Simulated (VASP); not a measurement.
A run of VASP 6.6.1 is set up as follows.

File INCAR:

```
SYSTEM = InSe
PREC = Accurate ; ENCUT = 520
EDIFF = 1E-7 ; ISMEAR = 0
SIGMA = 0.05 ; LREAL = .False.
LASPH = .True. ; NELM = 100
ALGO = Normal ; ISIF = 2
LWAVE = .False. ; LCHARG = .True.
LDIPOL = .True. ; IDIPOL = 3
DIPOL = 0.5 0.5 0.405 ; GGA = PE
IVDW = 12 ; LELF = .True.
LVHAR = .True. ; LVACPOTAV = .True.
NBANDS = 48
```

File KPOINTS:

```
Automatic mesh
0
Gamma
  9 9 1
  0 0 0
```

Contents of POSCAR:

```
InSe
1.0
    4.0266103640      0.0000000000      0.0000000000
   -2.0133051820      3.4871468663      0.0000000000
    0.0000000000      0.0000000000     28.2707108021
Se In
4 4
Direct
    0.0000000000      0.0000000000      0.1591753399
    0.0000000000      0.0000000000      0.3496677346
    0.0000000000      0.4444444444      0.4596755806
    0.0000000000      0.4444444444      0.6501679753
    0.6666666667      0.3333333333      0.2049979895
    0.6666666667      0.3333333333      0.3038451603
    0.6666666667      0.7777777778      0.5054982302
    0.6666666667      0.7777777778      0.6043454010
```

Potentials or basis: VASP PAW PBE potentials, release 64 (Se, In_d).

Run with:

```console
$ cat potpaw_PBE.64/Se/POTCAR potpaw_PBE.64/In_d/POTCAR > POTCAR
$ mpirun -np 1 vasp_std > vasp.out
```

Question: Predict the largest force.

Answer: 0.049 eV/Å.

Question: Estimate the dispersion energy per atom.

Answer: -0.257 eV.

Forces in eV/Å, atoms in the order of the input:
```
Se  -0.001 -0.001 -0.011
Se   0.013 -0.045 -0.014
Se  -0.033  0.033  0.014
Se  -0.002  0.000  0.011
In  -0.001 -0.004  0.011
In   0.012  0.011  0.004
In   0.015  0.005 -0.004
In  -0.004  0.001 -0.011
```

Caveat: the cell differs from its parent crystal (layers slid over each other).
